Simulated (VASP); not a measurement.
# Bi (P6_3/mmc) in VASP: single point with PBE

Aim: the single point of Bi with PBE.

Everything below comes from runs of VASP 6.6.1. Logs are shortened: lines on timing, memory, paths and dates and some standing lists are left out, and cuts for length are marked.

## (1) The cell of the first run

Symmetry: P6_3/mmc, No. 194, hexagonal system. The conventional cell has a = 3.701 Å, b = 3.701 Å, c = 5.976 Å, α = 90.00°, β = 90.00°, γ = 120.00°. Within 4.8 Å of Bi (site symmetry -6m2) lie 12 Bi at 3.67 to 3.70 Å.

This isn't the form of Bi at room conditions, which is rhombohedral.

## (2) Single point, PBE

INCAR reads:

```
  PREC = Accurate
  ENCUT = 520
  EDIFF = 1E-6
  ISMEAR = -1
  SIGMA = 0.0283
  LREAL = False
  LASPH = True
  NELM = 60
  ALGO = Normal
  ISIF = 2
  LWAVE = False
  LCHARG = True
  GGA = PE
  LELF = True
  LVHAR = True
  NBANDS = 22
```

KPOINTS reads:

```
Automatic mesh
0
Gamma
  10 10 6
```

POSCAR reads:

```
Bi
1.0
    1.8505120000      3.2051760000      0.0000000000
   -1.8505120000      3.2051760000      0.0000000000
    0.0000000000      0.0000000000      5.9764930000
Bi
2
Direct
    0.3333300000      0.3333400000      0.2500000000
    0.6666600000      0.6666700000      0.7500000000
```

Potentials or basis: VASP PAW PBE potentials, release 64 (Bi_d).

Started as:

```bash
$ cat potpaw_PBE.64/Bi_d/POTCAR > POTCAR
$ mpirun -np 1 vasp_std > vasp.out
```

OUTCAR:

```text
PREC = Accurate
   ENCUT = 520
   EDIFF = 1E-6
   ISMEAR = -1
   LREAL = False
   LASPH = True
   NELM = 60
   ISIF = 2
   GGA = PE

 ion  position               nearest neighbor table
   1  0.333  0.333  0.250-   2 3.67   2 3.67   2 3.67   2 3.67   2 3.67   2 3.67
   2  0.667  0.667  0.750-   1 3.67   1 3.67   1 3.67   1 3.67   1 3.67   1 3.67

  LATTYP: Found a hexagonal cell.
 ALAT       =     3.7010198396
 C/A-ratio  =     1.6148232809

  Lattice vectors:

 A1 = (   1.8505120000,  -3.2051760000,   0.0000000000)
 A2 = (   1.8505120000,   3.2051760000,   0.0000000000)
 A3 = (   0.0000000000,   0.0000000000,   5.9764930000)

Analysis of symmetry for initial positions (statically):
=====================================================================
 Subroutine PRICEL returns:
 Original cell was already a primitive cell.

 Routine SETGRP: Setting up the symmetry group for a
 hexagonal supercell.

 Subroutine GETGRP returns: Found  8 space group operations
 (whereof  2 operations were pure point group operations)
 out of a pool of 24 trial point group operations.

The static configuration has the point symmetry C_2 .
 The point group associated with its full space group is D_2h.

Analysis of symmetry for dynamics (positions and initial velocities):
=====================================================================
 Subroutine PRICEL returns:
 Original cell was already a primitive cell.

 Routine SETGRP: Setting up the symmetry group for a
 hexagonal supercell.

 Subroutine GETGRP returns: Found  8 space group operations
 (whereof  2 operations were pure point group operations)
 out of a pool of 24 trial point group operations.

The dynamic configuration has the point symmetry C_2 .
 The point group associated with its full space group is D_2h.

 Subroutine INISYM returns: Found  8 space group operations
 (whereof  2 operations are pure point group operations),
 and found     1 'primitive' translations

----------------------------------------------------------------------------------------

                                     Primitive cell

  volume of cell :      70.8957

  direct lattice vectors                    reciprocal lattice vectors
     1.850512000  3.205176000  0.000000000     0.270195492  0.155997674  0.000000000
    -1.850512000  3.205176000  0.000000000    -0.270195492  0.155997674  0.000000000
     0.000000000  0.000000000  5.976493000     0.000000000  0.000000000  0.167322207

  length of vectors
     3.701019840  3.701019840  5.976493000     0.311994997  0.311994997  0.167322207

  position of ions in fractional coordinates (direct lattice)
     0.333330000  0.333340000  0.250000000
     0.666660000  0.666670000  0.750000000

  ion indices of the primitive-cell ions
   primitive index   ion index
                 1           1
                 2           2

----------------------------------------------------------------------------------------

 KPOINTS: Automatic mesh

Automatic generation of k-mesh.
 Grid dimensions read from file:
 generate k-points for:   10   10    6

 Generating k-lattice:

  Cartesian coordinates                     Fractional coordinates (reciprocal lattice)
     0.027019549  0.015599767  0.000000000     0.100000000  0.000000000  0.000000000
    -0.027019549  0.015599767  0.000000000     0.000000000  0.100000000  0.000000000
     0.000000000  0.000000000  0.027887035     0.000000000  0.000000000  0.166666667

  Length of vectors
     0.031199500  0.031199500  0.027887035

  Shift w.r.t. Gamma in fractional coordinates (k-lattice)
     0.000000000  0.000000000  0.000000000

 Subroutine IBZKPT returns following result:
 ===========================================

 Found    124 irreducible k-points:

 Following reciprocal coordinates:
            Coordinates               Weight
  0.000000  0.000000  0.000000      1.000000
  0.100000  0.000000  0.000000      4.000000
  0.100000  0.100000  0.000000      2.000000
  0.200000  0.000000  0.000000      4.000000
  0.200000  0.200000  0.000000      2.000000
  0.300000  0.000000  0.000000      4.000000
[... 16 lines left out ...]
  0.400000  0.200000  0.000000      4.000000
 -0.200000  0.200000  0.000000      2.000000
 [... further k-points ...]
   k-points           NKPTS =    124   k-points in BZ     NKDIM =    124   number of bands    NBANDS=     22
   number of dos      NEDOS =    301   number of ions     NIONS =      2
   total plane-waves  NPLWV =  37632
   dimension x,y,z NGX =    28 NGY =   28 NGZ =   48
   dimension x,y,z NGXF=    56 NGYF=   56 NGZF=   96
   ions per type =               2
   NGX,Y,Z   is equivalent  to a cutoff of  12.58, 12.58, 13.35 a.u.
   NGXF,Y,Z  is equivalent  to a cutoff of  25.15, 25.15, 26.70 a.u.
 SYSTEM =  unknown system
   PREC   = accura    normal or accurate (medium, high low for compatibility)
   ISTART =      0    job   : 0-new  1-cont  2-samecut
   ICHARG =      2    charge: 1-file 2-atom 10-const
   ISPIN  =      1    spin polarized calculation?
   LNONCOLLINEAR =      F non collinear calculations
   LSORBIT =      F    spin-orbit coupling
   LASPH  =      T    aspherical Exc in radial PAW
   ENCUT  =  520.0 eV  38.22 Ry    6.18 a.u.   6.88  6.88 11.11*2*pi/ulx,y,z
   NELM   =     60;   NELMIN=  2; NELMDL= -5     # of ELM steps
   EDIFF  = 0.1E-05   stopping-criterion for ELM
   LREAL  =      F    real-space projection
[... 7 lines left out ...]
   TEBEG  =    0.0;   TEEND  =   0.0 temperature during run
   PSTRESS=    0.0 pullay stress
   NELECT =      30.0000    total number of electrons
   NUPDOWN=      -1.0000    fix difference up-down
   EMIN   =  10.00;   EMAX   =-10.00  energy-range for DOS
   EFERMI =   0.00;   METHOD = LEGACY
   ISMEAR =    -1;   SIGMA  =   0.03  broadening in eV -4-tet -1-fermi 0-gaus
   EFERMI_NEDOS =   21; number of points for ismear=-14 and -15
   IALGO  =     38    algorithm
   IMIX   =      4    mixing-type and parameters
     AMIX     =   0.40;   BMIX     =  1.00
     AMIX_MAG =   1.60;   BMIX_MAG =  1.00
  volume/ion in A,a.u.               =      35.45       239.21
  Fermi-wavevector in a.u.,A,eV,Ry     =   1.229066  2.322598 20.553003  1.510603
  Thomas-Fermi vector in A             =   2.363967
   LORBIT       =      0    0 simple, 1 ext, 2 COOP (PROOUT), +10 PAW based schemes
   GGA     = PE    functional components
[... 5 lines left out ...]
 non-spin polarized calculation
  energy-cutoff  :      520.00
  volume of cell :       70.90
 maximum number of plane-waves:      1926
   NGX = 13   NGY = 13   NGZ = 23

 number of electron      30.0000007 magnetization

 Free energy of the ion-electron system (eV)
  ---------------------------------------------------
  ext. energy  EPLUGINS =         0.00000000
  ---------------------------------------------------
  free energy    TOTEN  =        -7.38658738 eV

  energy without entropy =       -7.38420600  energy(sigma->0) =       -7.38539669

 E-fermi :   6.5003     XC(G=0):  -9.6893

 val. band max:        6.3792096578   @ k =  -0.4000   0.3000   0.1667
 cond. band min:       6.5174863185   @ k =   0.4000  -0.4000   0.1667
 fundamental gap:      0.1382766607
 Fermi energy:         6.5002820369

 k-point     1 :       0.0000    0.0000    0.0000
  band No.  band energies     occupation
      1     -16.5689      2.00000
      2     -16.5615      2.00000
      3     -16.5590      2.00000
      4     -16.5590      2.00000
      5     -16.5539      2.00000
      6     -16.5539      2.00000
[... 14 lines left out ...]
     21      15.5443      0.00000
     22      16.2190      0.00000

 k-point     2 :       0.1000    0.0000    0.0000
  band No.  band energies     occupation
      1     -16.5713      2.00000
      2     -16.5622      2.00000
      3     -16.5548      2.00000
      4     -16.5516      2.00000
      5     -16.5477      2.00000
      6     -16.5477      2.00000
[... 14 lines left out ...]
     21      15.0453      0.00000
     22      15.9705      0.00000

 k-point     3 :       0.1000    0.1000    0.0000
  band No.  band energies     occupation
      1     -16.5713      2.00000
      2     -16.5622      2.00000
      3     -16.5548      2.00000
      4     -16.5516      2.00000
      5     -16.5477      2.00000
      6     -16.5477      2.00000
[... 14 lines left out ...]
     21      15.0453      0.00000
     22      15.9705      0.00000

 k-point     4 :       0.2000    0.0000    0.0000
  band No.  band energies     occupation
      1     -16.5817      2.00000
      2     -16.5560      2.00000
      3     -16.5551      2.00000
      4     -16.5538      2.00000
      5     -16.5503      2.00000
      6     -16.5322      2.00000
[... 14 lines left out ...]
     21      14.9281      0.00000
     22      16.0162      0.00000

 k-point     5 :       0.2000    0.2000    0.0000
  band No.  band energies     occupation
      1     -16.5817      2.00000
      2     -16.5560      2.00000
      3     -16.5551      2.00000
      4     -16.5538      2.00000
      5     -16.5503      2.00000
      6     -16.5322      2.00000
[... 417 lines left out ...]
 k-point    22 :      -0.1000    0.4000    0.0000
  band No.  band energies     occupation
      1     -16.5964      2.00000
      2     -16.5814      2.00000
      3     -16.5618      2.00000
      4     -16.5528      2.00000
      5     -16.5236      2.00000
      6     -16.5233      2.00000
[... 14 lines left out ...]
     21      15.0142      0.00000
     22      16.5026      0.00000

 k-point    23 :       0.4000    0.2000    0.0000
  band No.  band energies     occupation
      1     -16.5753      2.00000
      2     -16.5672      2.00000
      3     -16.5652      2.00000
      4     -16.5568      2.00000
      5     -16.5283      2.00000
      6     -16.5238      2.00000
[... 14 lines left out ...]
     21      15.0651      0.00000
     22      15.9933      0.00000

 k-point    24 :      -0.2000    0.2000    0.0000
  band No.  band energies     occupation
      1     -16.5753      2.00000
      2     -16.5672      2.00000
      3     -16.5652      2.00000
      4     -16.5568      2.00000
      5     -16.5283      2.00000
      6     -16.5238      2.00000
[... 14 lines left out ...]
     21      15.0652      0.00000
     22      15.9933      0.00000

 [... further k-points ...]

------------------------ aborting loop because EDIFF is reached ----------------------------------------

  FORCE on cell =-STRESS in cart. coord.  units (eV):
  Direction    XX          YY          ZZ          XY          YZ          ZX
  --------------------------------------------------------------------------------------
  -------------------------------------------------------------------------------------
  Total       -2.2938367     -2.2938224     -1.6914510     -0.0000000      0.0000000      0.0000000
  in kB      -51.8385551    -51.8382310    -38.2252025     -0.0000000      0.0000000      0.0000000
  external PRESSURE =     -47.3006629 kB  Pullay stress =       0.0000000 kB

 VOLUME and BASIS-vectors are now :
 -----------------------------------------------------------------------------
  energy-cutoff  :      520.00
  volume of cell :       70.90
      direct lattice vectors                 reciprocal lattice vectors
     1.850512000  3.205176000  0.000000000     0.270195492  0.155997674  0.000000000
    -1.850512000  3.205176000  0.000000000    -0.270195492  0.155997674  0.000000000
     0.000000000  0.000000000  5.976493000     0.000000000  0.000000000  0.167322207

 POSITION                                       TOTAL-FORCE (eV/Angst)
 -----------------------------------------------------------------------------------
     -0.00002      2.13679      1.49412         0.000000      0.000003      0.000000
     -0.00002      4.27356      4.48237         0.000000     -0.000003      0.000000
 -----------------------------------------------------------------------------------
    total drift:                                0.000000      0.000000     -0.000000

  FREE ENERGIE OF THE ION-ELECTRON SYSTEM (eV)
  ---------------------------------------------------
  free  energy   TOTEN  =        -7.3865873815 eV

  energy  without entropy=       -7.3842060044  energy(sigma->0) =       -7.38539669
```

Wall time 91 s (1 thread of Intel Xeon Platinum 8259CL at 2.50GHz (Skylake/Cascade Lake), shared host); peak memory 0.28 GiB.

Results:

- Free energy: -7.3866 eV
- Pressure: -4.7 GPa
- Band gap on the k mesh: zero (bands 15 and 16 overlap by 5.42 eV)

Levels at points of the mesh, in eV from the Fermi level:
| k point | band 13 | band 14 | band 15 | band 16 | band 17 | band 18 |
| --- | --- | --- | --- | --- | --- | --- |
| (0.00, 0.00, 0.00) | -4.57 | 2.68 | 2.68 | 3.99 | 3.99 | 4.26 |
| (0.50, 0.00, 0.00) | -3.91 | -2.60 | -1.71 | 0.24 | 0.26 | 2.80 |
| (0.50, 0.50, 0.00) | -3.91 | -2.60 | -1.71 | 0.24 | 0.26 | 2.80 |
| (0.00, 0.00, 0.50) | -1.06 | -1.06 | 3.30 | 3.30 | 3.30 | 3.30 |
| (0.50, 0.00, 0.50) | -4.20 | -4.20 | 1.26 | 1.26 | 1.27 | 1.27 |
| (0.50, 0.50, 0.50) | -4.20 | -4.20 | 1.26 | 1.26 | 1.26 | 1.26 |

Caveat: the cell stands under tension; spin-orbit coupling is left out, which moves the levels of the heavy elements.
